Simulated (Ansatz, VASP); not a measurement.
## One calculation of Nb, two programs

Contents of INCAR:

```
PREC = Accurate
ENCUT = 520
EDIFF = 1E-7
ISMEAR = -1
SIGMA = 0.1
LREAL = F
LASPH = T
NELM = 60
ALGO = Normal
ISIF = 2
LWAVE = F
LCHARG = T
GGA = PE
LELF = T
LVHAR = T
NBANDS = 12
```

File KPOINTS:

```
Automatic mesh
0
Gamma
  16 16 16
```

Contents of POSCAR:

```
Nb
1.0
    2.3935770130      0.0000000000      0.0000000000
    0.0000000000      2.3935770130      0.0000000000
    0.0000000000      0.0000000000      2.3935770130
Nb
1
Direct
    0.0000000000      0.0000000000      0.0000000000
```

Input for Ansatz:

```yaml
crystal:
  lattice:
    - [2.393577013, 0.0, 0.0]
    - [0.0, 2.393577013, 0.0]
    - [0.0, 0.0, 2.393577013]
  atoms:
    - { symbol: Nb, position: [0.0, 0.0, 0.0] }
kpoints:
  mp_grid: { grid: [16, 16, 16] }
  band_path:
    path:
      - [0.0, 0.0, 0.0]
      - [0.0, 0.5, 0.0]
      - [0.5, 0.5, 0.0]
      - [0.0, 0.0, 0.0]
      - [0.5, 0.5, 0.5]
      - [0.0, 0.5, 0.0]
      - [0.5, 0.5, 0.5]
      - [0.5, 0.5, 0.0]
    npoints: 8
scf:
  occupations: { method: fermi_dirac, width: 0.1 }
hamiltonian:
  xc: pbe
  pseudopotentials: { kind: all_electron, lapw: { basis_error: 0.001 } }
output:
  forces: true
  stress: true
  eigenvalues: true
  populations: true
  dos: { projected: true, de: 0.2, e_range: [-14, 8] }
```

Change from the starting cell: volume scaled by 0.68, LAPW.

Alike in both runs: task single point; functional PBE; k mesh 16 × 16 × 16; occupations fermi-dirac, width 0.1 eV; no spin polarisation.

```csv
,VASP,Ansatz
version,VASP 6.6.1,Ansatz 0.2.0
potentials or method,"VASP PAW PBE potentials, release 64 (Nb_sv), cutoff 520 eV","all-electron LAPW, scalar-relativistic"
```

|  | VASP | Ansatz | Ansatz less VASP |
| --- | --- | --- | --- |
| pressure (GPa) | 104.6 | 104.6 | +0.01 |

Both programs put the cell under a high pressure, so it lies far from rest at this level. Ansatz ran all-electron here, and VASP with PAW potentials.

Noted on VASP's run: the cell as given lies far from equilibrium.
